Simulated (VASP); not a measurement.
# LiH (I4/mmm) in VASP: a series of runs, part 2 of 2

VASP 6.6.1. The steps go on from the part before.

### Step 4. Single point, PBE (strain +0.0100 x Voigt [0, 1, 0, 0, 0, 0])

File INCAR:

```
PREC = Accurate
ENCUT = 750
EDIFF = 1E-6
ISMEAR = 0
SIGMA = 0.05
LREAL = False
LASPH = True
NELM = 120
ALGO = Normal
ISIF = 2
LWAVE = False
LCHARG = False
GGA = PE
NBANDS = 9
GGA_COMPAT = False
```

File KPOINTS:

```
Automatic mesh
0
Gamma
  10 10 10
```

File POSCAR:

```
LiH
1.0
    0.0000000000      2.0528250000      2.0325000000
    2.0325000000      0.0000000000      2.0325000000
    2.0325000000      2.0528250000      0.0000000000
Li H
1 1
Direct
    0.0000000000      0.0000000000      0.0000000000
    0.5000000000      0.5000000000      0.5000000000
```

Potentials or basis: VASP PAW PBE potentials, release 64 (Li_sv, H).

Started as:

```
$ cat potpaw_PBE.64/Li_sv/POTCAR potpaw_PBE.64/H/POTCAR > POTCAR
$ mpirun -np 1 vasp_std > vasp.out
```

OUTCAR:

```text
PREC = Accurate
   ENCUT = 750
   EDIFF = 1E-6
   ISMEAR = 0
   LREAL = False
   LASPH = True
   NELM = 120
   ISIF = 2
   GGA = PE

 ion  position               nearest neighbor table
   1  0.000  0.000  0.000-
   2  0.500  0.500  0.500-

  LATTYP: Found a body centered tetragonal cell.
 ALAT       =     2.8743890655
 C/A-ratio  =     1.4283556980

  Lattice vectors:

 A1 = (   0.0000000000,  -2.0528250000,   2.0325000000)
 A2 = (   0.0000000000,  -2.0528250000,  -2.0325000000)
 A3 = (   2.0325000000,   2.0528250000,   0.0000000000)

Analysis of symmetry for initial positions (statically):
=====================================================================
 Subroutine PRICEL returns:
 Original cell was already a primitive cell.

 Routine SETGRP: Setting up the symmetry group for a
 body centered tetragonal supercell.

 Subroutine GETGRP returns: Found 16 space group operations
 (whereof 16 operations were pure point group operations)
 out of a pool of 16 trial point group operations.

The static configuration has the point symmetry D_4h.

Analysis of symmetry for dynamics (positions and initial velocities):
=====================================================================
 Subroutine PRICEL returns:
 Original cell was already a primitive cell.

 Routine SETGRP: Setting up the symmetry group for a
 body centered tetragonal supercell.

 Subroutine GETGRP returns: Found 16 space group operations
 (whereof 16 operations were pure point group operations)
 out of a pool of 16 trial point group operations.

The dynamic configuration has the point symmetry D_4h.

 Subroutine INISYM returns: Found 16 space group operations
 (whereof 16 operations are pure point group operations),
 and found     1 'primitive' translations

----------------------------------------------------------------------------------------

                                     Primitive cell

  volume of cell :      16.9607

[... 107 lines left out ...]
     AMIX     =   0.40;   BMIX     =  1.00
     AMIX_MAG =   1.60;   BMIX_MAG =  1.00
  volume/ion in A,a.u.               =       8.48        57.23
  Fermi-wavevector in a.u.,A,eV,Ry     =   1.011456  1.911375 13.919358  1.023044
  Thomas-Fermi vector in A             =   2.144507
   LORBIT       =      0    0 simple, 1 ext, 2 COOP (PROOUT), +10 PAW based schemes
   GGA     = PE    functional components
   LHFCALC =     F    Hartree Fock is set to
   AEXX    =    0.0000 exact exchange contribution
   IVDW    =     0    specifies the selected vdW correction
   LEPSILON=     F    determine dielectric tensor
   LRPA    =     F    only Hartree local field effects (RPA)
 non-spin polarized calculation
 Gauss-broadening in eV      SIGMA  =   0.05
  energy-cutoff  :      750.00
  volume of cell :       16.96
 maximum number of plane-waves:       807
 NGX is ok and might be reduce to    28
   NGX = 13   NGY = 13   NGZ = 13

 number of electron       3.9999999 magnetization

 Free energy of the ion-electron system (eV)
  ---------------------------------------------------
  ext. energy  EPLUGINS =         0.00000000
  ---------------------------------------------------
  free energy    TOTEN  =        -6.12144383 eV

  energy without entropy =       -6.12144383  energy(sigma->0) =       -6.12144383

 E-fermi :   0.1435     XC(G=0):  -8.3469

 val. band max:       -0.1235730662   @ k =   0.5000   0.5000   0.0000
 cond. band min:       2.7837216783   @ k =   0.5000   0.0000   0.5000
 fundamental gap:      2.9072947446
 Fermi energy:         0.1435090769

 k-point     1 :       0.0000    0.0000    0.0000
  band No.  band energies     occupation
      1     -44.4822      2.00000
      2      -5.3926      2.00000
      3      15.2729      0.00000
      4      17.1949      0.00000
      5      17.1949      0.00000
      6      17.2767      0.00000
      7      21.8071      0.00000
      8      21.8628      0.00000
      9      21.8628      0.00000
[... 265 lines left out ...]
 k-point    24 :       0.4000    0.3000    0.0000
  band No.  band energies     occupation
      1     -44.4419      2.00000
      2      -2.3386      2.00000
      3       6.4401      0.00000
      4      10.0571      0.00000
      5      11.3228      0.00000
      6      15.5854      0.00000
      7      16.7563      0.00000
      8      28.4198      0.00000
      9      28.9633      0.00000

 [... further k-points ...]
[... 5 lines left out ...]
  --------------------------------------------------------------------------------------
  -------------------------------------------------------------------------------------
  Total       -0.1843475     -0.2442440     -0.1843475     -0.0000000     -0.0000000      0.0000000
  in kB      -17.4142492    -23.0723323    -17.4142492     -0.0000000     -0.0000000      0.0000000
  external PRESSURE =     -19.3002769 kB  Pullay stress =       0.0000000 kB

 VOLUME and BASIS-vectors are now :
 -----------------------------------------------------------------------------
  energy-cutoff  :      750.00
  volume of cell :       16.96
      direct lattice vectors                 reciprocal lattice vectors
     0.000000000  2.052825000  2.032500000    -0.246002460  0.243566792  0.246002460
     2.032500000  0.000000000  2.032500000     0.246002460 -0.243566792  0.246002460
     2.032500000  2.052825000  0.000000000     0.246002460  0.243566792 -0.246002460

 POSITION                                       TOTAL-FORCE (eV/Angst)
 -----------------------------------------------------------------------------------
      0.00000      0.00000      0.00000        -0.000000     -0.000000      0.000000
      2.03250      2.05282      2.03250         0.000000      0.000000     -0.000000
 -----------------------------------------------------------------------------------
    total drift:                                0.000000      0.000000      0.000000

  FREE ENERGIE OF THE ION-ELECTRON SYSTEM (eV)
  ---------------------------------------------------
  free  energy   TOTEN  =        -6.1214438270 eV

  energy  without entropy=       -6.1214438270  energy(sigma->0) =       -6.12144383
```

It took 39 s on 1 thread of AMD EPYC 7R13, shared host; peak memory 0.13 GiB.

Results:

```
Free energy            : -6.1214 eV
Pressure               : -1.9 GPa
Band gap on the k mesh : 2.91 eV, indirect (least direct gap 2.98 eV)
```

Caveat: the cell differs from its parent crystal (strain +0.0100 x Voigt [0, 1, 0, 0, 0, 0]). A k mesh can miss the band edges.

### Step 5. Overview

| cell | gap on the mesh (eV) | pressure (GPa) |
| --- | --- | --- |
| a = 2.832, b = 2.874 Å, angles 59.5, 61.0, 59.5°, 2 atoms | 2.70 | -0.6 |
| a = 2.918, b = 2.874 Å, angles 60.5, 59.0, 60.5°, 2 atoms | 2.71 | -2.5 |
| a = 2.889, b = 2.874 Å, angles 60.2, 59.7, 60.2°, 2 atoms | 2.91 | -1.9 |

Alike in all rows: task single point; level PBE; potentials or basis VASP PAW PBE potentials, release 64 (Li_sv, H); no spin polarisation; k mesh 10 × 10 × 10; cutoff (eV) 750; smearing gaussian 0.05 eV.

Absolute energies hang on the potentials; compare differences alone.
